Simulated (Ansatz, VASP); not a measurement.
## GaBiO4 in VASP and in Ansatz

INCAR

```
PREC = Accurate ; ENCUT = 600
EDIFF = 1E-7 ; ISMEAR = 0
SIGMA = 0.1 ; LREAL = False
LASPH = True ; NELM = 80
ALGO = Normal ; ISIF = 3
LWAVE = False ; LCHARG = False
GGA = PE ; IBRION = 2
NSW = 90 ; EDIFFG = -0.04
```

KPOINTS

```
Automatic mesh
0
Gamma
  6 6 4
```

File POSCAR:

```
GaBiO4
1.0
    3.6629314100      0.0000000000      0.0000000000
    0.0000000000      3.6629314100      0.0000000000
    0.0000000000      0.0000000000      5.1801256400
Ga Bi O
1 1 4
Direct
    0.0000000000      0.0000000000      0.0000000000
    0.5000000000      0.5000000000      0.5000000000
    0.5000000000      0.0000000000      0.7265759700
    0.0000000000      0.5000000000      0.2734240300
    0.5000000000      0.0000000000      0.2734240300
    0.0000000000      0.5000000000      0.7265759700
```

Input for Ansatz:

```yaml
crystal:
  lattice:
    - [3.66293141, 0.0, 0.0]
    - [0.0, 3.66293141, 0.0]
    - [0.0, 0.0, 5.18012564]
  atoms:
    - { symbol: Ga, position: [0.0, 0.0, 0.0] }
    - { symbol: Bi, position: [0.5, 0.5, 0.5] }
    - { symbol: O, position: [0.5, 0.0, 0.72657597] }
    - { symbol: O, position: [0.0, 0.5, 0.27342403] }
    - { symbol: O, position: [0.5, 0.0, 0.27342403] }
    - { symbol: O, position: [0.0, 0.5, 0.72657597] }
basis:
  ecutwfc: 420
kpoints:
  mp_grid: { grid: [6, 6, 4] }
hamiltonian:
  xc: pbe
scf:
  occupations: { method: gaussian, width: 0.1 }
  lower_state_search: "off"
output:
  forces: true
  stress: true
  eigenvalues: true
relax:
  adjacent_minimum: "off"
  f_tol: 0.04
  max_steps: 70
  cell: { stress_tol: 0.4 }
```

Change from the starting cell: species swapped into the NbVH4 type (P4/mmm, No. 123).

Alike in both runs: task relaxation of cell and atoms; functional PBE; k mesh 6 × 6 × 4; occupations gaussian, width 0.1 eV; no spin polarisation.

```csv
,VASP,Ansatz
version,VASP 6.6.1,Ansatz 0.2.0
potentials or method,"VASP PAW PBE potentials, release 64 (Ga_d, Bi_d, O), cutoff 600 eV","scalar-relativistic, plane waves, PAW"
valence electrons in the cell,52,52
```

VASP gave:

| Item | Value |
| --- | --- |
| gap on the k mesh at the Fermi level, each at its own relaxed structure (eV) | none |
| relaxed volume (Å³/atom) | 11.42 |
| relaxed length of the cell vector where the two differ most in proportion (Å) | 3.652 |

Estimate Ansatz's values.

gap on the k mesh at the Fermi level, each at its own relaxed structure (eV): none; relaxed volume (Å³/atom): 11.41; relaxed length of the cell vector where the two differ most in proportion (Å): 3.649.

A gap of «none» marks a metal or a gap that the smearing closes.

Neither program's run includes spin-orbit coupling.
